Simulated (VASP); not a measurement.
# Rh (Fd-3m) in VASP: further runs

The runs below take Rh through single point, with PBE.

All numbers are computed with VASP 6.6.1; they aren't measurements. Logs are shortened: lines on timing, memory, paths and dates and some standing lists are left out, and cuts for length are marked.

## (1) The cell of the first run

Symmetry: Fd-3m, No. 227, cubic system. Conventional cell: a = 5.283 Å, b = 5.283 Å, c = 5.283 Å, α = 90.00°, β = 90.00°, γ = 90.00°. Rh (site symmetry -43m) has 4 Rh at 2.29 Å within 3.0 Å.

## (2) Single point, PBE (volume scaled by 0.88)

INCAR

```
SYSTEM = Rh
  PREC = Accurate
  ENCUT = 520
  EDIFF = 1E-6
  ISMEAR = -1
  SIGMA = 0.05
  LREAL = .False.
  LASPH = .True.
  NELM = 80
  ALGO = Normal
  ISIF = 2
  LWAVE = .False.
  LCHARG = .False.
  GGA = PE
  NBANDS = 22
```

KPOINTS

```
regular mesh
0
Gamma
  13 13 13
  0 0 0
```

POSCAR

```
Rh
1.0
    0.0000000000      2.6412646105      2.6412646105
    2.6412646105      0.0000000000      2.6412646105
    2.6412646105      2.6412646105      0.0000000000
Rh
2
Direct
   -0.1250000000     -0.1250000000     -0.1250000000
    0.1250000000      0.1250000000      0.1250000000
```

Potentials or basis: VASP PAW PBE potentials, release 64 (Rh_pv).

Started as:

```bash
cat potpaw_PBE.64/Rh_pv/POTCAR > POTCAR
mpirun -np 1 vasp_std > vasp.out
```

OUTCAR:

```text
SYSTEM = Rh
   PREC = Accurate
   ENCUT = 520
   EDIFF = 1E-6
   ISMEAR = -1
   LREAL = .False.
   LASPH = .True.
   NELM = 80
   ISIF = 2
   GGA = PE

 ion  position               nearest neighbor table
   1  0.875  0.875  0.875-   2 2.29   2 2.29   2 2.29   2 2.29
   2  0.125  0.125  0.125-   1 2.29   1 2.29   1 2.29   1 2.29

  LATTYP: Found a face centered cubic cell.
 ALAT       =     5.2825292210

  Lattice vectors:

 A1 = (   0.0000000000,   2.6412646105,   2.6412646105)
 A2 = (   2.6412646105,   0.0000000000,   2.6412646105)
 A3 = (   2.6412646105,   2.6412646105,   0.0000000000)

Analysis of symmetry for initial positions (statically):
=====================================================================
 Subroutine PRICEL returns:
 Original cell was already a primitive cell.

 Routine SETGRP: Setting up the symmetry group for a
 face centered cubic supercell.

 Subroutine GETGRP returns: Found 48 space group operations
 (whereof 12 operations were pure point group operations)
 out of a pool of 48 trial point group operations.

The static configuration has the point symmetry D_3d.
 The point group associated with its full space group is O_h .

Analysis of symmetry for dynamics (positions and initial velocities):
=====================================================================
 Subroutine PRICEL returns:
 Original cell was already a primitive cell.

 Routine SETGRP: Setting up the symmetry group for a
 face centered cubic supercell.

 Subroutine GETGRP returns: Found 48 space group operations
 (whereof 12 operations were pure point group operations)
 out of a pool of 48 trial point group operations.

The dynamic configuration has the point symmetry D_3d.
 The point group associated with its full space group is O_h .

 Subroutine INISYM returns: Found 48 space group operations
 (whereof 12 operations are pure point group operations),
 and found     1 'primitive' translations

----------------------------------------------------------------------------------------

                                     Primitive cell

  volume of cell :      36.8524

  direct lattice vectors                    reciprocal lattice vectors
     0.000000000  2.641264610  2.641264610    -0.189303260  0.189303260  0.189303260
     2.641264610  0.000000000  2.641264610     0.189303260 -0.189303260  0.189303260
     2.641264610  2.641264610  0.000000000     0.189303260  0.189303260 -0.189303260

  length of vectors
     3.735312234  3.735312234  3.735312234     0.327882864  0.327882864  0.327882864

  position of ions in fractional coordinates (direct lattice)
     0.875000000  0.875000000  0.875000000
     0.125000000  0.125000000  0.125000000

  ion indices of the primitive-cell ions
   primitive index   ion index
                 1           1
                 2           2

----------------------------------------------------------------------------------------

 KPOINTS: regular mesh

Automatic generation of k-mesh.
 Grid dimensions read from file:
 generate k-points for:   13   13   13

 Generating k-lattice:

  Cartesian coordinates                     Fractional coordinates (reciprocal lattice)
    -0.014561789  0.014561789  0.014561789     0.076923077  0.000000000  0.000000000
     0.014561789 -0.014561789  0.014561789     0.000000000  0.076923077  0.000000000
     0.014561789  0.014561789 -0.014561789     0.000000000  0.000000000  0.076923077

  Length of vectors
     0.025221759  0.025221759  0.025221759

  Shift w.r.t. Gamma in fractional coordinates (k-lattice)
     0.000000000  0.000000000  0.000000000

 Subroutine IBZKPT returns following result:
 ===========================================

 Found     84 irreducible k-points:

 Following reciprocal coordinates:
            Coordinates               Weight
  0.000000  0.000000  0.000000      1.000000
  0.076923  0.000000  0.000000      8.000000
  0.153846  0.000000  0.000000      8.000000
  0.230769  0.000000  0.000000      8.000000
  0.307692  0.000000  0.000000      8.000000
  0.384615  0.000000  0.000000      8.000000
[... 16 lines left out ...]
  0.384615  0.153846  0.000000     24.000000
  0.461538  0.153846  0.000000     24.000000
 [... further k-points ...]
   k-points           NKPTS =     84   k-points in BZ     NKDIM =     84   number of bands    NBANDS=     22
   number of dos      NEDOS =    301   number of ions     NIONS =      2
   total plane-waves  NPLWV =  21952
   dimension x,y,z NGX =    28 NGY =   28 NGZ =   28
   dimension x,y,z NGXF=    56 NGYF=   56 NGZF=   56
   ions per type =               2
   NGX,Y,Z   is equivalent  to a cutoff of  12.46, 12.46, 12.46 a.u.
   NGXF,Y,Z  is equivalent  to a cutoff of  24.92, 24.92, 24.92 a.u.
 SYSTEM =  Rh
   PREC   = accura    normal or accurate (medium, high low for compatibility)
   ISTART =      0    job   : 0-new  1-cont  2-samecut
   ICHARG =      2    charge: 1-file 2-atom 10-const
   ISPIN  =      1    spin polarized calculation?
   LNONCOLLINEAR =      F non collinear calculations
   LSORBIT =      F    spin-orbit coupling
   LASPH  =      T    aspherical Exc in radial PAW
   ENCUT  =  520.0 eV  38.22 Ry    6.18 a.u.   6.95  6.95  6.95*2*pi/ulx,y,z
   NELM   =     80;   NELMIN=  2; NELMDL= -5     # of ELM steps
   EDIFF  = 0.1E-05   stopping-criterion for ELM
   LREAL  =      F    real-space projection
   EDIFFG = 0.1E-04   stopping-criterion for IOM
   NSW    =      0    number of steps for IOM
   IBRION =     -1    ionic relax: 0-MD 1-quasi-New 2-CG
   NFREE  =      0    steps in history (QN), initial steepest desc. (CG)
   ISIF   =      2    stress and relaxation
   ISYM   =      2    0-nonsym 1-usesym 2-fastsym
   POTIM  = 0.5000    time-step for ionic-motion
   TEBEG  =    0.0;   TEEND  =   0.0 temperature during run
   PSTRESS=    0.0 pullay stress
   NELECT =      30.0000    total number of electrons
   NUPDOWN=      -1.0000    fix difference up-down
   EMIN   =  10.00;   EMAX   =-10.00  energy-range for DOS
   EFERMI =   0.00;   METHOD = LEGACY
   ISMEAR =    -1;   SIGMA  =   0.05  broadening in eV -4-tet -1-fermi 0-gaus
   EFERMI_NEDOS =   21; number of points for ismear=-14 and -15
   IALGO  =     38    algorithm
   IMIX   =      4    mixing-type and parameters
     AMIX     =   0.40;   BMIX     =  1.00
     AMIX_MAG =   1.60;   BMIX_MAG =  1.00
  volume/ion in A,a.u.               =      18.43       124.35
  Fermi-wavevector in a.u.,A,eV,Ry     =   1.528598  2.888632 31.791542  2.336612
  Thomas-Fermi vector in A             =   2.636335
   LORBIT       =      0    0 simple, 1 ext, 2 COOP (PROOUT), +10 PAW based schemes
   GGA     = PE    functional components
   LHFCALC =     F    Hartree Fock is set to
   AEXX    =    0.0000 exact exchange contribution
   IVDW    =     0    specifies the selected vdW correction
   LEPSILON=     F    determine dielectric tensor
   LRPA    =     F    only Hartree local field effects (RPA)
 non-spin polarized calculation
  energy-cutoff  :      520.00
  volume of cell :       36.85
 maximum number of plane-waves:      1010
   NGX = 13   NGY = 13   NGZ = 13

 number of electron      30.0000012 magnetization

 Free energy of the ion-electron system (eV)
  ---------------------------------------------------
  ext. energy  EPLUGINS =         0.00000000
  ---------------------------------------------------
  free energy    TOTEN  =       -11.98896520 eV

  energy without entropy =      -11.96560484  energy(sigma->0) =      -11.97728502

 E-fermi :   8.0903     XC(G=0): -11.8437

 val. band max:        8.0873551452   @ k =   0.4615   0.3077   0.0000
 cond. band min:       8.1029609565   @ k =  -0.3077   0.2308   0.0769
 fundamental gap:      0.0156058113
 Fermi energy:         8.0903065476

 k-point     1 :       0.0000    0.0000    0.0000
  band No.  band energies     occupation
      1     -39.5479      2.00000
      2     -39.5479      2.00000
      3     -39.5479      2.00000
      4     -38.6715      2.00000
      5     -38.6715      2.00000
      6     -38.6715      2.00000
[... 14 lines left out ...]
     21      21.3560      0.00000
     22      21.8175      0.00000

 k-point     2 :       0.0769    0.0000    0.0000
  band No.  band energies     occupation
      1     -39.5538      2.00000
      2     -39.5538      2.00000
      3     -39.5466      2.00000
      4     -38.6733      2.00000
      5     -38.6653      2.00000
      6     -38.6653      2.00000
[... 14 lines left out ...]
     21      21.1247      0.00000
     22      22.1871      0.00000

 k-point     3 :       0.1538    0.0000    0.0000
  band No.  band energies     occupation
      1     -39.5700      2.00000
      2     -39.5700      2.00000
      3     -39.5432      2.00000
      4     -38.6781      2.00000
      5     -38.6484      2.00000
      6     -38.6484      2.00000
[... 14 lines left out ...]
     21      20.5525      0.00000
     22      22.6182      0.00000

 k-point     4 :       0.2308    0.0000    0.0000
  band No.  band energies     occupation
      1     -39.5917      2.00000
      2     -39.5917      2.00000
      3     -39.5386      2.00000
      4     -38.6847      2.00000
      5     -38.6255      2.00000
      6     -38.6255      2.00000
[... 14 lines left out ...]
     21      19.8597      0.00000
     22      22.5638      0.00000

 k-point     5 :       0.3077    0.0000    0.0000
  band No.  band energies     occupation
      1     -39.6138      2.00000
      2     -39.6138      2.00000
      3     -39.5340      2.00000
      4     -38.6913      2.00000
      5     -38.6023      2.00000
      6     -38.6023      2.00000
[... 417 lines left out ...]
 k-point    22 :       0.3077    0.1538    0.0000
  band No.  band energies     occupation
      1     -39.6444      2.00000
      2     -39.6391      2.00000
      3     -39.4553      2.00000
      4     -38.7706      2.00000
      5     -38.5759      2.00000
      6     -38.5722      2.00000
[... 14 lines left out ...]
     21      19.3041      0.00000
     22      21.9206      0.00000

 k-point    23 :       0.3846    0.1538    0.0000
  band No.  band energies     occupation
      1     -39.6708      2.00000
      2     -39.6556      2.00000
      3     -39.4369      2.00000
      4     -38.7893      2.00000
      5     -38.5585      2.00000
      6     -38.5461      2.00000
[... 14 lines left out ...]
     21      19.0337      0.00000
     22      22.9991      0.00000

 k-point    24 :       0.4615    0.1538    0.0000
  band No.  band energies     occupation
      1     -39.6926      2.00000
      2     -39.6637      2.00000
      3     -39.4245      2.00000
      4     -38.8016      2.00000
      5     -38.5499      2.00000
      6     -38.5248      2.00000
[... 14 lines left out ...]
     21      18.9297      0.00000
     22      23.6240      0.00000

 [... further k-points ...]
[... 5 lines left out ...]
  --------------------------------------------------------------------------------------
  -------------------------------------------------------------------------------------
  Total        5.3259131      5.3259131      5.3259131      0.0000000      0.0000000      0.0000000
  in kB      231.5468739    231.5468739    231.5468739      0.0000000      0.0000000      0.0000000
  external PRESSURE =     231.5468739 kB  Pullay stress =       0.0000000 kB

 VOLUME and BASIS-vectors are now :
 -----------------------------------------------------------------------------
  energy-cutoff  :      520.00
  volume of cell :       36.85
      direct lattice vectors                 reciprocal lattice vectors
     0.000000000  2.641264610  2.641264610    -0.189303260  0.189303260  0.189303260
     2.641264610  0.000000000  2.641264610     0.189303260 -0.189303260  0.189303260
     2.641264610  2.641264610  0.000000000     0.189303260  0.189303260 -0.189303260

 POSITION                                       TOTAL-FORCE (eV/Angst)
 -----------------------------------------------------------------------------------
      4.62221      4.62221      4.62221        -0.000000     -0.000000      0.000000
      0.66032      0.66032      0.66032         0.000000      0.000000     -0.000000
 -----------------------------------------------------------------------------------
    total drift:                                0.000000     -0.000000     -0.000000

  FREE ENERGIE OF THE ION-ELECTRON SYSTEM (eV)
  ---------------------------------------------------
  free  energy   TOTEN  =       -11.9889651989 eV

  energy  without entropy=      -11.9656048446  energy(sigma->0) =      -11.97728502
```

It took 28 s on 1 thread of Intel Xeon 6975P-C (Granite Rapids), shared host; peak memory 0.19 GiB.

Results:

- Free energy: -11.9890 eV
- Pressure: 23.2 GPa
- Band gap on the k mesh: zero (band 15 reaches 8.84 eV, above the bottom of band 16 at 7.46 eV)

Caveat: the cell differs from its parent crystal (volume scaled by 0.88).

## (3) Single point, PBE (volume scaled by 0.88)

INCAR

```
PREC = Accurate
ENCUT = 520
EDIFF = 1E-6
ISMEAR = -1
SIGMA = 0.05
LREAL = F
LASPH = T
NELM = 100
ALGO = Normal
ISIF = 2
LWAVE = F
LCHARG = F
GGA = PE
NBANDS = 22
```

KPOINTS

```
regular mesh
0
Gamma
  13 13 13
```

POSCAR is that of step 2.

Potentials or basis: VASP PAW PBE potentials, release 64 (Rh_pv).

Started as:

```bash
cat potpaw_PBE.64/Rh_pv/POTCAR > POTCAR
mpirun -np 1 vasp_std > vasp.out
```

Wall time 28 s (1 thread of Intel Xeon 6975P-C (Granite Rapids), shared host); peak memory 0.18 GiB.

Results (log left out):

* Free energy: -11.9890 eV
* Pressure: 23.2 GPa
* Band gap on the k mesh: zero (band 15 reaches 8.84 eV, above the bottom of band 16 at 7.46 eV)

Levels at points of the mesh, in eV from the Fermi level:
```tsv
k point	band 13	band 14	band 15	band 16	band 17	band 18
(0.00, 0.00, 0.00)	-1.69	-1.69	-1.69	0.50	0.50	12.90
```

Caveat: the cell differs from its parent crystal (volume scaled by 0.88).

## (4) Single point, PBE

This run uses another cell than the first one, of 20.94 Å³/atom, 1.136 times its volume.

INCAR

```
  PREC = Accurate
  ENCUT = 520
  EDIFF = 1E-6
  ISMEAR = -1
  SIGMA = 0.05
  LREAL = False
  LASPH = True
  NELM = 60
  ALGO = Normal
  ISIF = 2
  LWAVE = False
  LCHARG = False
  GGA = PE
  NBANDS = 22
```

KPOINTS

```
Automatic mesh
0
Gamma
  13 13 13
```

POSCAR

```
Rh
1.0
    0.0000000000      2.7562441712      2.7562441712
    2.7562441712      0.0000000000      2.7562441712
    2.7562441712      2.7562441712      0.0000000000
Rh
2
Direct
   -0.1250000000     -0.1250000000     -0.1250000000
    0.1250000000      0.1250000000      0.1250000000
```

Started as:

```bash
cat potpaw_PBE.64/Rh_pv/POTCAR > POTCAR
mpirun -np 1 vasp_std > vasp.out
```

It took 36 s on 1 thread of Intel Xeon 6975P-C (Granite Rapids), shared host; peak memory 0.2 GiB.

The run converged. Its results:

| Quantity | Value |
| --- | --- |
| Free energy | -12.3130 eV |
| Pressure | 0.1 GPa |
| Band gap on the k mesh | zero (band 15 reaches 6.96 eV, above the bottom of band 16 at 5.83 eV) |

Levels at points of the mesh, in eV from the Fermi level:
| k point | band 11 | band 12 | band 13 | band 14 | band 15 | band 16 | band 17 | band 18 | band 19 | band 20 |
| --- | --- | --- | --- | --- | --- | --- | --- | --- | --- | --- |
| (0.00, 0.00, 0.00) | -3.89 | -3.89 | -1.43 | -1.43 | -1.43 | 0.35 | 0.35 | 12.51 | 12.70 | 12.70 |

[end of part 1 of 2]
